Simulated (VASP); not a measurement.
Here is a VASP 6.6.1 calculation.

INCAR

```
SYSTEM = Mg
  PREC = Accurate
  ENCUT = 520
  EDIFF = 1E-7
  ISMEAR = 0
  SIGMA = 0.15
  LREAL = .FALSE.
  LASPH = .TRUE.
  NELM = 100
  ALGO = Normal
  ISIF = 2
  LWAVE = .FALSE.
  LCHARG = .FALSE.
  NBANDS = 7
```

KPOINTS

```
Automatic mesh
0
G
  11 11 11
  0 0 0
```

Contents of POSCAR:

```
Mg
1.0
   -1.5168954526      1.5168954526      1.5168954526
    1.5168954526     -1.5168954526      1.5168954526
    1.5168954526      1.5168954526     -1.5168954526
Mg
1
Direct
    0.0000000000      0.0000000000      0.0000000000
```

Potentials or basis: VASP PAW LDA potentials, release 64 (Mg).

Run with:

```sh
$ cat potpaw_LDA.64/Mg/POTCAR > POTCAR
$ mpirun -np 1 vasp_std > vasp.out
```

Estimate the pressure.

40.1 GPa.

Estimate the band gap on the k mesh.

zero (band 1 reaches 8.31 eV, above the bottom of band 2 at 4.96 eV).
